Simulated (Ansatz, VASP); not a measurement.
# Fe in VASP and in Ansatz

Contents of INCAR:

```
PREC = Accurate
ENCUT = 600
EDIFF = 1E-7
ISMEAR = -1
SIGMA = 0.1
LREAL = F
LASPH = T
NELM = 120
ALGO = Normal
ISIF = 3
LWAVE = F
LCHARG = F
GGA = PE
IBRION = 2
NSW = 80
EDIFFG = -0.01
GGA_COMPAT = F
NELMIN = 4
```

The input KPOINTS:

```
regular mesh
0
Gamma
  6 6 4
```

File POSCAR:

```
Fe
1.0
    1.2350000000     -2.1390827473      0.0000000000
    1.2350000000      2.1390827473      0.0000000000
    0.0000000000      0.0000000000      3.9000000000
Fe
2
Direct
    0.3333333333      0.6666666667      0.2500000000
    0.6666666667      0.3333333333      0.7500000000
```

Input for Ansatz:

```yaml
crystal:
  lattice:
    - [1.235, -2.1390827473, 0.0]
    - [1.235, 2.1390827473, 0.0]
    - [0.0, 0.0, 3.9]
  atoms:
    - { symbol: Fe, position: [0.333333333333, 0.666666666667, 0.25] }
    - { symbol: Fe, position: [0.666666666667, 0.333333333333, 0.75] }
kpoints:
  mp_grid: { grid: [6, 6, 4], shift: [0, 0, 0] }
hamiltonian:
  xc: pbe
  dispersion: none
  pseudopotentials: { kind: paw }
magnetization:
  spin_polarized: false
scf:
  occupations: { method: fermi_dirac, width: "0.1 eV" }
relax:
  cell: {}
```

Alike in both runs: task relaxation of cell and atoms; functional PBE; k mesh 6 × 6 × 4; no spin polarisation.

```csv
,VASP,Ansatz
version,VASP 6.6.1,Ansatz 0.2 development build
potentials or method,"VASP PAW PBE potentials, release 64 (Fe)","PAW hard, scalar-relativistic"
plane-wave cutoff (eV),600,844
occupations,"fermi-dirac, width 0.1 eV",fermi-dirac
```

|  | VASP | Ansatz | Ansatz less VASP |
| --- | --- | --- | --- |
| relaxed volume (Å³/atom) | 10.21 | 10.24 | +0.021 |
| relaxed cell length with the largest relative difference (Å) | 3.875 | 3.880 | +0.0042 |

Ansatz's warnings: cutoff auto derived.

The k mesh is coarse, so the values compare programs but aren't converged.
